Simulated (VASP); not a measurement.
# Ge (P6_3/mmc) in VASP: further runs

The runs below take Ge through single point, with LDA.

Everything below comes from runs of VASP 6.6.1. Logs are shortened: lines on timing, memory, paths and dates and some standing lists are left out, and cuts for length are marked.

## (1) The cell of the first run

It takes space group P6_3/mmc (No. 194, hexagonal). The conventional cell has a = 3.930 Å, b = 3.930 Å, c = 6.488 Å, α = 90.00°, β = 90.00°, γ = 120.00°. Within 3.2 Å of Ge (site symmetry 3m) lie 4 Ge at 2.41 to 2.43 Å.

## (2) Single point, LDA

File INCAR:

```
SYSTEM = Ge
PREC = Accurate
ENCUT = 520
EDIFF = 1E-6
ISMEAR = 0
SIGMA = 0.1
LREAL = .False.
LASPH = .True.
NELM = 100
ALGO = Normal
ISIF = 2
LWAVE = .False.
LCHARG = .True.
LELF = .True.
LVHAR = .True.
NBANDS = 36
```

File KPOINTS:

```
regular mesh
0
Gamma
  7 7 4
  0 0 0
```

File POSCAR:

```
Ge
1.0
    3.9298172131      0.0000000000      0.0000000000
   -1.9649086066      3.4033215095      0.0000000000
    0.0000000000      0.0000000000      6.4875025229
Ge
4
Direct
    0.6666666667      0.3333333333      0.0629010000
    0.3333333333      0.6666666667      0.5629010000
    0.6666666667      0.3333333333      0.4370990000
    0.3333333333      0.6666666667      0.9370990000
```

Potentials or basis: VASP PAW LDA potentials, release 64 (Ge_d).

Command:

```sh
> cat potpaw_LDA.64/Ge_d/POTCAR > POTCAR
> mpirun -np 1 vasp_std > vasp.out
```

OUTCAR:

```text
SYSTEM = Ge
   PREC = Accurate
   ENCUT = 520
   EDIFF = 1E-6
   ISMEAR = 0
   LREAL = .False.
   LASPH = .True.
   NELM = 100
   ISIF = 2

 ion  position               nearest neighbor table
   1  0.667  0.333  0.063-   4 2.41   4 2.41   4 2.41   3 2.43
   2  0.333  0.667  0.563-   3 2.41   3 2.41   3 2.41   4 2.43
   3  0.667  0.333  0.437-   2 2.41   2 2.41   2 2.41   1 2.43
   4  0.333  0.667  0.937-   1 2.41   1 2.41   1 2.41   2 2.43

  LATTYP: Found a hexagonal cell.
 ALAT       =     3.9298172131
 C/A-ratio  =     1.6508407824

  Lattice vectors:

 A1 = (   3.9298172131,   0.0000000000,   0.0000000000)
 A2 = (  -1.9649086066,   3.4033215095,   0.0000000000)
 A3 = (   0.0000000000,   0.0000000000,   6.4875025229)

Analysis of symmetry for initial positions (statically):
=====================================================================
 Subroutine PRICEL returns:
 Original cell was already a primitive cell.

 Routine SETGRP: Setting up the symmetry group for a
 hexagonal supercell.

 Subroutine GETGRP returns: Found 24 space group operations
 (whereof 12 operations were pure point group operations)
 out of a pool of 24 trial point group operations.

The static configuration has the point symmetry D_3d.
 The point group associated with its full space group is D_6h.

Analysis of symmetry for dynamics (positions and initial velocities):
=====================================================================
 Subroutine PRICEL returns:
 Original cell was already a primitive cell.

 Routine SETGRP: Setting up the symmetry group for a
 hexagonal supercell.

 Subroutine GETGRP returns: Found 24 space group operations
 (whereof 12 operations were pure point group operations)
 out of a pool of 24 trial point group operations.

The dynamic configuration has the point symmetry D_3d.
 The point group associated with its full space group is D_6h.

 Subroutine INISYM returns: Found 24 space group operations
 (whereof 12 operations are pure point group operations),
 and found     1 'primitive' translations

----------------------------------------------------------------------------------------

                                     Primitive cell

  volume of cell :      86.7667

  direct lattice vectors                    reciprocal lattice vectors
     3.929817213  0.000000000  0.000000000     0.254464762  0.146915300  0.000000000
    -1.964908607  3.403321510  0.000000000     0.000000000  0.293830600  0.000000000
     0.000000000  0.000000000  6.487502523     0.000000000  0.000000000  0.154142522

  length of vectors
     3.929817213  3.929817188  6.487502523     0.293830598  0.293830600  0.154142522

  position of ions in fractional coordinates (direct lattice)
     0.666666667  0.333333333  0.062901000
     0.333333333  0.666666667  0.562901000
     0.666666667  0.333333333  0.437099000
     0.333333333  0.666666667  0.937099000

  ion indices of the primitive-cell ions
   primitive index   ion index
                 1           1
                 2           2
                 3           3
                 4           4

----------------------------------------------------------------------------------------

 KPOINTS: regular mesh

Automatic generation of k-mesh.
 Grid dimensions read from file:
 generate k-points for:    7    7    4

 Generating k-lattice:

  Cartesian coordinates                     Fractional coordinates (reciprocal lattice)
     0.036352109  0.020987900  0.000000000     0.142857143 -0.000000000  0.000000000
     0.000000000  0.041975800  0.000000000     0.000000000  0.142857143  0.000000000
     0.000000000  0.000000000  0.038535630     0.000000000  0.000000000  0.250000000

  Length of vectors
     0.041975800  0.041975800  0.038535630

  Shift w.r.t. Gamma in fractional coordinates (k-lattice)
     0.000000000  0.000000000  0.000000000

 Subroutine IBZKPT returns following result:
 ===========================================

 Found     24 irreducible k-points:

 Following reciprocal coordinates:
            Coordinates               Weight
  0.000000  0.000000  0.000000      1.000000
  0.142857 -0.000000  0.000000      6.000000
  0.285714  0.000000  0.000000      6.000000
  0.428571  0.000000  0.000000      6.000000
  0.142857  0.142857  0.000000      6.000000
  0.285714  0.142857  0.000000     12.000000
[... 16 lines left out ...]
  0.428571  0.142857  0.500000      6.000000
  0.285714  0.285714  0.500000      6.000000
   k-points           NKPTS =     24   k-points in BZ     NKDIM =     24   number of bands    NBANDS=     36
   number of dos      NEDOS =    301   number of ions     NIONS =      4
   total plane-waves  NPLWV =  43200
   dimension x,y,z NGX =    30 NGY =   30 NGZ =   48
   dimension x,y,z NGXF=    60 NGYF=   60 NGZF=   96
   ions per type =               4
   NGX,Y,Z   is equivalent  to a cutoff of  12.69, 12.69, 12.30 a.u.
   NGXF,Y,Z  is equivalent  to a cutoff of  25.38, 25.38, 24.60 a.u.
 SYSTEM =  Ge
   PREC   = accura    normal or accurate (medium, high low for compatibility)
   ISTART =      0    job   : 0-new  1-cont  2-samecut
   ICHARG =      2    charge: 1-file 2-atom 10-const
   ISPIN  =      1    spin polarized calculation?
   LNONCOLLINEAR =      F non collinear calculations
   LSORBIT =      F    spin-orbit coupling
   LASPH  =      T    aspherical Exc in radial PAW
   ENCUT  =  520.0 eV  38.22 Ry    6.18 a.u.   7.31  7.31 12.06*2*pi/ulx,y,z
   NELM   =    100;   NELMIN=  2; NELMDL= -5     # of ELM steps
   EDIFF  = 0.1E-05   stopping-criterion for ELM
   LREAL  =      F    real-space projection
   EDIFFG = 0.1E-04   stopping-criterion for IOM
   NSW    =      0    number of steps for IOM
   IBRION =     -1    ionic relax: 0-MD 1-quasi-New 2-CG
   NFREE  =      0    steps in history (QN), initial steepest desc. (CG)
   ISIF   =      2    stress and relaxation
   ISYM   =      2    0-nonsym 1-usesym 2-fastsym
   POTIM  = 0.5000    time-step for ionic-motion
   TEBEG  =    0.0;   TEEND  =   0.0 temperature during run
   PSTRESS=    0.0 pullay stress
   NELECT =      56.0000    total number of electrons
   NUPDOWN=      -1.0000    fix difference up-down
   EMIN   =  10.00;   EMAX   =-10.00  energy-range for DOS
   EFERMI =   0.00;   METHOD = LEGACY
   ISMEAR =     0;   SIGMA  =   0.10  broadening in eV -4-tet -1-fermi 0-gaus
   EFERMI_NEDOS =   21; number of points for ismear=-14 and -15
   IALGO  =     38    algorithm
   IMIX   =      4    mixing-type and parameters
     AMIX     =   0.40;   BMIX     =  1.00
     AMIX_MAG =   1.60;   BMIX_MAG =  1.00
  volume/ion in A,a.u.               =      21.69       146.38
  Fermi-wavevector in a.u.,A,eV,Ry     =   1.414772  2.673532 27.233158  2.001581
  Thomas-Fermi vector in A             =   2.536280
   LORBIT       =      0    0 simple, 1 ext, 2 COOP (PROOUT), +10 PAW based schemes
   GGA     = CA    functional components
   LHFCALC =     F    Hartree Fock is set to
   AEXX    =    0.0000 exact exchange contribution
   IVDW    =     0    specifies the selected vdW correction
   LEPSILON=     F    determine dielectric tensor
   LRPA    =     F    only Hartree local field effects (RPA)
 non-spin polarized calculation
 Gauss-broadening in eV      SIGMA  =   0.10
  energy-cutoff  :      520.00
  volume of cell :       86.77
 maximum number of plane-waves:      2364
 NGX is ok and might be reduce to    30
   NGX = 15   NGY = 15   NGZ = 25

 number of electron      55.9999957 magnetization

 Free energy of the ion-electron system (eV)
  ---------------------------------------------------
  ext. energy  EPLUGINS =         0.00000000
  ---------------------------------------------------
  free energy    TOTEN  =       -20.68851138 eV

  energy without entropy =      -20.68756379  energy(sigma->0) =      -20.68803758

 E-fermi :   5.2998     XC(G=0): -10.4873

 val. band max:        5.1527793924   @ k =   0.0000   0.0000   0.0000
 cond. band min:       5.3343241934   @ k =   0.0000   0.0000   0.0000
 fundamental gap:      0.1815448010
 Fermi energy:         5.2997895924

 k-point     1 :       0.0000    0.0000    0.0000
  band No.  band energies     occupation
      1     -19.8996      2.00000
      2     -19.8996      2.00000
      3     -19.8565      2.00000
      4     -19.8558      2.00000
      5     -19.8558      2.00000
      6     -19.8422      2.00000
[... 28 lines left out ...]
     35       9.8398      0.00000
     36      11.2171      0.00000

 k-point     2 :       0.1429   -0.0000    0.0000
  band No.  band energies     occupation
      1     -19.9119      2.00000
      2     -19.9039      2.00000
      3     -19.8689      2.00000
      4     -19.8632      2.00000
      5     -19.8555      2.00000
      6     -19.8280      2.00000
[... 28 lines left out ...]
     35      10.7337      0.00000
     36      11.1575      0.00000

 k-point     3 :       0.2857    0.0000    0.0000
  band No.  band energies     occupation
      1     -19.9217      2.00000
      2     -19.9088      2.00000
      3     -19.8868      2.00000
      4     -19.8737      2.00000
      5     -19.8480      2.00000
      6     -19.8148      2.00000
[... 28 lines left out ...]
     35      12.1813      0.00000
     36      12.3391      0.00000

 k-point     4 :       0.4286    0.0000    0.0000
  band No.  band energies     occupation
      1     -19.9183      2.00000
      2     -19.9099      2.00000
      3     -19.9026      2.00000
      4     -19.8792      2.00000
      5     -19.8321      2.00000
      6     -19.8095      2.00000
[... 28 lines left out ...]
     35      12.4953      0.00000
     36      13.6360      0.00000

 k-point     5 :       0.1429    0.1429    0.0000
  band No.  band energies     occupation
      1     -19.9188      2.00000
      2     -19.9125      2.00000
      3     -19.8798      2.00000
      4     -19.8759      2.00000
      5     -19.8459      2.00000
      6     -19.8200      2.00000
[... 655 lines left out ...]
 k-point    22 :       0.2857    0.1429    0.5000
  band No.  band energies     occupation
      1     -19.9046      2.00000
      2     -19.9046      2.00000
      3     -19.8911      2.00000
      4     -19.8911      2.00000
      5     -19.8298      2.00000
      6     -19.8298      2.00000
[... 28 lines left out ...]
     35      11.5568      0.00000
     36      11.5568      0.00000

 k-point    23 :       0.4286    0.1429    0.5000
  band No.  band energies     occupation
      1     -19.9072      2.00000
      2     -19.9072      2.00000
      3     -19.8909      2.00000
      4     -19.8909      2.00000
      5     -19.8228      2.00000
      6     -19.8228      2.00000
[... 28 lines left out ...]
     35      13.4409      0.00000
     36      13.4409      0.00000

 k-point    24 :       0.2857    0.2857    0.5000
  band No.  band energies     occupation
      1     -19.9152      2.00000
      2     -19.9152      2.00000
      3     -19.8910      2.00000
      4     -19.8910      2.00000
      5     -19.8190      2.00000
      6     -19.8190      2.00000
[... 28 lines left out ...]
     35      11.3919      0.00000
     36      11.3919      0.00000

------------------------ aborting loop because EDIFF is reached ----------------------------------------

  FORCE on cell =-STRESS in cart. coord.  units (eV):
  Direction    XX          YY          ZZ          XY          YZ          ZX
  --------------------------------------------------------------------------------------
  -------------------------------------------------------------------------------------
  Total        1.0963658      1.0963658      0.8121469     -0.0000000      0.0000000      0.0000000
  in kB       20.2447858     20.2447855     14.9965824     -0.0000000      0.0000000      0.0000000
  external PRESSURE =      18.4953846 kB  Pullay stress =       0.0000000 kB

 VOLUME and BASIS-vectors are now :
 -----------------------------------------------------------------------------
  energy-cutoff  :      520.00
  volume of cell :       86.77
      direct lattice vectors                 reciprocal lattice vectors
     3.929817213  0.000000000  0.000000000     0.254464762  0.146915300  0.000000000
    -1.964908607  3.403321510  0.000000000     0.000000000  0.293830600  0.000000000
     0.000000000  0.000000000  6.487502523     0.000000000  0.000000000  0.154142522

 POSITION                                       TOTAL-FORCE (eV/Angst)
 -----------------------------------------------------------------------------------
      1.96491      1.13444      0.40807         0.000000      0.000000      0.009744
     -0.00000      2.26888      3.65182         0.000000     -0.000000      0.009744
      1.96491      1.13444      2.83568        -0.000000      0.000000     -0.009744
     -0.00000      2.26888      6.07943        -0.000000     -0.000000     -0.009744
 -----------------------------------------------------------------------------------
    total drift:                               -0.000000      0.000000      0.000000

  FREE ENERGIE OF THE ION-ELECTRON SYSTEM (eV)
  ---------------------------------------------------
  free  energy   TOTEN  =       -20.6885113752 eV

  energy  without entropy=      -20.6875637910  energy(sigma->0) =      -20.68803758
```

Wall time 40 s (1 thread of Intel Xeon 6975P-C (Granite Rapids), shared host); peak memory 0.19 GiB.

What came out:

| Property | Result |
| --- | --- |
| Free energy | -20.6885 eV |
| Pressure | 1.8 GPa |
| Largest force | 0.010 eV/Å |
| Band gap on the k mesh | zero (filled and empty bands touch) |

Forces in eV/Å, atoms in the order of the input:
```
Ge   0.000  0.000  0.010
Ge   0.000  0.000  0.010
Ge   0.000  0.000 -0.010
Ge   0.000  0.000 -0.010
```

Stress tensor (GPa, compression positive):
```
2.02 0.00 0.00
0.00 2.02 0.00
0.00 0.00 1.50
```

(Continued in part 2 of 2.)
